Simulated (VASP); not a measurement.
# CuI (F-43m) in VASP: G0W0 quasiparticle levels with LDA

Aim: the G0W0 quasiparticle levels of CuI with LDA.

Everything below comes from runs of VASP 6.6.1. Logs are shortened: lines on timing, memory, paths and dates and some standing lists are left out, and cuts for length are marked.

**1. The cell of the first run**

Symmetry: F-43m, No. 216, cubic system. Conventional cell: a = 6.063 Å, b = 6.063 Å, c = 6.063 Å, α = 90.00°, β = 90.00°, γ = 90.00°. Within 3.5 Å of Cu (site symmetry -43m) lie 4 I at 2.63 Å. I (site symmetry -43m) has 4 Cu at 2.63 Å within 3.5 Å.

**2. G0W0 quasiparticle levels, LDA**

POSCAR reads:

```
CuI
1.0
    4.2871880000      0.0000000000      0.0000000000
    2.1435940000      3.7128137188      0.0000000000
    2.1435940000      1.2376045729      3.5004743438
Cu I
1 1
Direct
    0.2500000000      0.2500000000      0.2500000000
    0.0000000000      0.0000000000      0.0000000000
```

INCAR.step1 reads:

```
ALGO = Normal
EDIFF = 1E-8
ENCUT = 500
ISMEAR = 0
LASPH = True
LCHARG = False
LREAL = False
LWAVE = True
NELM = 80
PREC = Accurate
SIGMA = 0.01
```

INCAR.step2 reads:

```
ALGO = Exact
EDIFF = 1E-8
ENCUT = 500
ISMEAR = 0
ISTART = 1
LASPH = True
LCHARG = False
LOPTICS = True
LREAL = False
LWAVE = True
NBANDS = 89
NELM = 1
PREC = Accurate
SIGMA = 0.01
```

INCAR.step3 reads:

```
ALGO = EVGW0
EDIFF = 1E-8
ENCUT = 500
ENCUTGW = 150.0
ISMEAR = 0
ISTART = 1
LASPH = True
LCHARG = False
LREAL = False
LWAVE = False
NBANDS = 89
NBANDSGW = 17
NELMGW = 1
NOMEGA = 96
OMEGAMAX = 20
PREC = Accurate
PRECFOCK = Fast
SIGMA = 0.01
```

KPOINTS reads:

```
k-points
0
Gamma
  4 4 4
```

Potentials or basis: VASP PAW LDA potentials, release 64 (Cu_GW, I_GW).

Launch:

```console
$ cat potpaw_LDA.64/Cu_GW/POTCAR potpaw_LDA.64/I_GW/POTCAR > POTCAR
$ cp INCAR.step1 INCAR
$ mpirun -np 1 vasp_std > vasp.out
$ cp INCAR.step2 INCAR
$ mpirun -np 1 vasp_std > vasp.out
$ cp INCAR.step3 INCAR
$ mpirun -np 1 vasp_std > vasp.out
```

OUTCAR:

```text
EDIFF = 1E-8
   ENCUT = 500
   ENCUTGW = 150.0
   ISMEAR = 0
   ISTART = 1
   LASPH = True
   LREAL = False
   NELMGW = 1
   PREC = Accurate
   PRECFOCK = Fast

 ion  position               nearest neighbor table
   1  0.250  0.250  0.250-   2 2.63   2 2.63   2 2.63   2 2.63
   2  0.000  0.000  0.000-   1 2.63   1 2.63   1 2.63   1 2.63

  LATTYP: Found a face centered cubic cell.
 ALAT       =     6.0629994140

  Lattice vectors:

 A1 = (   4.2871880000,   0.0000000000,   0.0000000000)
 A2 = (   2.1435940000,   3.7128137188,   0.0000000000)
 A3 = (   2.1435940000,   1.2376045729,   3.5004743438)

Analysis of symmetry for initial positions (statically):
=====================================================================
 Subroutine PRICEL returns:
 Original cell was already a primitive cell.

 Routine SETGRP: Setting up the symmetry group for a
 face centered cubic supercell.

 Subroutine GETGRP returns: Found 24 space group operations
 (whereof 24 operations were pure point group operations)
 out of a pool of 48 trial point group operations.

The static configuration has the point symmetry T_d .

Analysis of symmetry for dynamics (positions and initial velocities):
=====================================================================
 Subroutine PRICEL returns:
 Original cell was already a primitive cell.

 Routine SETGRP: Setting up the symmetry group for a
 face centered cubic supercell.

 Subroutine GETGRP returns: Found 24 space group operations
 (whereof 24 operations were pure point group operations)
 out of a pool of 48 trial point group operations.

The dynamic configuration has the point symmetry T_d .

 Subroutine INISYM returns: Found 24 space group operations
 (whereof 24 operations are pure point group operations),
 and found     1 'primitive' translations

----------------------------------------------------------------------------------------

                                     Primitive cell

  volume of cell :      55.7189

  direct lattice vectors                    reciprocal lattice vectors
     4.287188000  0.000000000  0.000000000     0.233253125 -0.134668755 -0.095225190
[... 45 lines left out ...]
  0.500000  0.000000 -0.000000      4.000000
  0.250000  0.250000  0.000000      6.000000
  0.500000  0.250000 -0.000000     24.000000
 -0.250000  0.250000  0.000000     12.000000
  0.500000  0.500000  0.000000      3.000000
 -0.250000  0.500000  0.250000      6.000000
   k-points           NKPTS =      8   k-points in BZ     NKDIM =     64   number of bands    NBANDS=     89
   number of dos      NEDOS =    301   number of ions     NIONS =      2
   total plane-waves  NPLWV =  32768
   dimension x,y,z NGX =    32 NGY =   32 NGZ =   32
   dimension x,y,z NGXF=    64 NGYF=   64 NGZF=   64
   ions per type =               1   1
   NGX,Y,Z   is equivalent  to a cutoff of  12.41, 12.41, 12.41 a.u.
   NGXF,Y,Z  is equivalent  to a cutoff of  24.82, 24.82, 24.82 a.u.
 SYSTEM =  unknown system
   PREC   = accura    normal or accurate (medium, high low for compatibility)
   ISTART =      1    job   : 0-new  1-cont  2-samecut
   ICHARG =      0    charge: 1-file 2-atom 10-const
   ISPIN  =      1    spin polarized calculation?
   LNONCOLLINEAR =      F non collinear calculations
   LSORBIT =      F    spin-orbit coupling
   LASPH  =      T    aspherical Exc in radial PAW
   ENCUT  =  500.0 eV  36.75 Ry    6.06 a.u.   7.82  7.82  7.82*2*pi/ulx,y,z
   NELM   =     60;   NELMIN=  2; NELMDL=  0     # of ELM steps
   EDIFF  = 0.1E-07   stopping-criterion for ELM
   LREAL  =      F    real-space projection
   EDIFFG = 0.1E-06   stopping-criterion for IOM
   NSW    =      0    number of steps for IOM
   IBRION =     -1    ionic relax: 0-MD 1-quasi-New 2-CG
   NFREE  =      0    steps in history (QN), initial steepest desc. (CG)
   ISIF   =      0    stress and relaxation
   ISYM   =      3    0-nonsym 1-usesym 2-fastsym
   POTIM  = 0.5000    time-step for ionic-motion
   TEBEG  =    0.0;   TEEND  =   0.0 temperature during run
   PSTRESS=    0.0 pullay stress
   NELECT =      18.0000    total number of electrons
   NUPDOWN=      -1.0000    fix difference up-down
   EMIN   =  10.00;   EMAX   =-10.00  energy-range for DOS
   EFERMI =   0.00;   METHOD = LEGACY
   ISMEAR =     0;   SIGMA  =   0.01  broadening in eV -4-tet -1-fermi 0-gaus
   EFERMI_NEDOS =   21; number of points for ismear=-14 and -15
   IALGO  =     38    algorithm
   IMIX   =      4    mixing-type and parameters
     AMIX     =   0.40;   BMIX     =  1.00
     AMIX_MAG =   1.60;   BMIX_MAG =  1.00
  volume/ion in A,a.u.               =      27.86       188.00
  Fermi-wavevector in a.u.,A,eV,Ry     =   1.123306  2.122741 17.168059  1.261817
  Thomas-Fermi vector in A             =   2.259972
   LORBIT       =      0    0 simple, 1 ext, 2 COOP (PROOUT), +10 PAW based schemes
   GGA     = CA    functional components
   LHFCALC =     T    Hartree Fock is set to
   PRECFOCK=fast      Normal, Fast or Accurate (Low or Medium for compatibility)
   ENCUT4O =  -1.0   cutoff for four orbital integrals eV
   NKREDX  =     1    reduce k-point grid by
   NKREDY  =     1    reduce k-point grid by
   NKREDZ  =     1    reduce k-point grid by
   AEXX    =    1.0000 exact exchange contribution
   HFSCREEN=    0.0000 screening length (either q_TF or 0.3 A-1)
   HFSCREENC=   0.0000 screening length for correlation (either q_TF or 0.3 A-1)
   ENCUTFOCK=  -1.0 apply spherical cutoff to Coloumb kernel
   IVDW    =     0    specifies the selected vdW correction
   LEPSILON=     F    determine dielectric tensor
   LRPA    =     F    only Hartree local field effects (RPA)
   LRPAFORCE           =     F    calculate RPA forces
   ENCUTGW             = 150.0    cutoff for response function in eV
   ENCUTGWSOFT         = 120.0    soft cutoff for Coulomb kernel in GW response function in eV
   ENCUTLF             =  -1.0    cutoff for local field effects
   NELMGW              =     1    number of iterations in solving QP/BSE equation
   NELMHF              =     1    number of iterations in the inner HF iteration
   NKREDLFX            =     1    NKREDLFY  =   1   NKREDLFZ  =   1
 non-spin polarized calculation
 Gauss-broadening in eV      SIGMA  =   0.01
  energy-cutoff  :      500.00
  volume of cell :       55.72
 maximum number of plane-waves:      1428
  NGX = 18; NGY = 18; NGZ = 18
   NGX = 15   NGY = 15   NGZ = 15
 maximum number of plane-waves:       259
 NGX is ok and might be reduce to    18

 QP shifts <psi_nk| G(iteration)W_0 |psi_nk>: iteration 1
 for sc-GW calculations column KS-energies equals QP-energies in previous step
 and V_xc(KS)=  KS-energies - (<T + V_ion + V_H > + <T+V_H+V_ion>^1  + <V_x>^1)

 k-point   1 :       0.0000    0.0000    0.0000
  band No.  KS-energies  QP-energies   sigma(KS)   V_xc(KS)     V^pw_x(r,r')   Z            occupation Imag(sigma)

      1     -10.2889     -10.5581     -12.6369     -12.2282     -19.0308       0.6587       2.0000       1.1548
      2       0.0671      -0.3215     -15.2992     -14.7001     -20.8825       0.6486       2.0000       0.2079
      3       0.0671      -0.3215     -15.2992     -14.7001     -20.8825       0.6486       2.0000       0.2079
      4       0.0671      -0.3215     -15.2992     -14.7001     -20.8825       0.6486       2.0000       0.2079
      5       1.7802       1.3986     -19.7040     -19.0927     -28.3328       0.6243       2.0000       0.2227
      6       1.7802       1.3986     -19.7040     -19.0927     -28.3328       0.6243       2.0000       0.2227
[... 143 lines left out ...]
      3      -0.8047      -1.2973     -12.4136     -11.6954     -15.9717       0.6858       2.0000       0.1742
      4      -0.1033      -0.5888     -12.5570     -11.8707     -15.5158       0.7074       2.0000       0.1268
      5       1.7185       1.3559     -19.6140     -19.0292     -28.2848       0.6200       2.0000       0.2317
      6       1.7346       1.3424     -18.1049     -17.4844     -25.9075       0.6320       2.0000       0.2159
[... 9 lines left out ...]
     16      15.6176      16.1079      -8.6020      -9.2694      -3.4078       0.7345       0.0000      -0.4305
     17      16.2036      16.9219      -9.1911     -10.1636      -3.7741       0.7386       0.0000      -0.4700
```

OUTCAR.step1:

```text
EDIFF = 1E-8
   ENCUT = 500
   ISMEAR = 0
   LASPH = True
   LREAL = False
[... 329 lines left out ...]
      2.14359      1.23760      0.87512         0.000000     -0.000000     -0.000000
      0.00000      0.00000      0.00000        -0.000000      0.000000      0.000000
 -----------------------------------------------------------------------------------
    total drift:                               -0.000001     -0.000000     -0.000000

  FREE ENERGIE OF THE ION-ELECTRON SYSTEM (eV)
  ---------------------------------------------------
  free  energy   TOTEN  =        -6.9010817241 eV

  energy  without entropy=       -6.9010817241  energy(sigma->0) =       -6.90108172
```

OUTCAR.step2:

```text
EDIFF = 1E-8
   ENCUT = 500
   ISMEAR = 0
   ISTART = 1
[... 727 lines left out ...]
  --------------------------------------------------------------------------------------------------------------
     0.00000    12.25664    12.25664    12.25664     0.00000    -0.00000     0.00000
     1.01156    -0.95870    -0.95870    -0.95870    -0.00000     0.00000     0.00000
     2.02312    10.57871    10.57871    10.57871     0.00000    -0.00000     0.00000
     3.03468     3.26390     3.26390     3.26390    -0.00000    -0.00000     0.00000
     4.04623    14.01321    14.01321    14.01321     0.00000    -0.00000     0.00000
     5.05779     2.18380     2.18380     2.18380     0.00000    -0.00000    -0.00000
[... 92 lines left out ...]
    99.13273     0.95786     0.95786     0.95786    -0.00000     0.00000    -0.00000
   100.14429     0.95883     0.95883     0.95883    -0.00000     0.00000    -0.00000
```

Run time: 8 min. Hardware: 1 thread of Intel Xeon 8259CL, shared host; peak memory 0.61 GiB.

What came out:

```yaml
Quasiparticle_gap: 2.13 eV
Least_direct_quasiparticle_gap: 2.13 eV
Band_gap_of_the_starting_levels_on_the_mesh: 0.96 eV
Least_direct_gap_of_the_starting_levels_on_the_mesh: 0.96 eV
```

Caveat: the k points lie up to 0.45 Å⁻¹ apart; bands, screening cutoff and mesh are small and nothing is extrapolated, so the quasiparticle values aren't converged; spin-orbit coupling is left out, which moves the levels of the heavy elements.
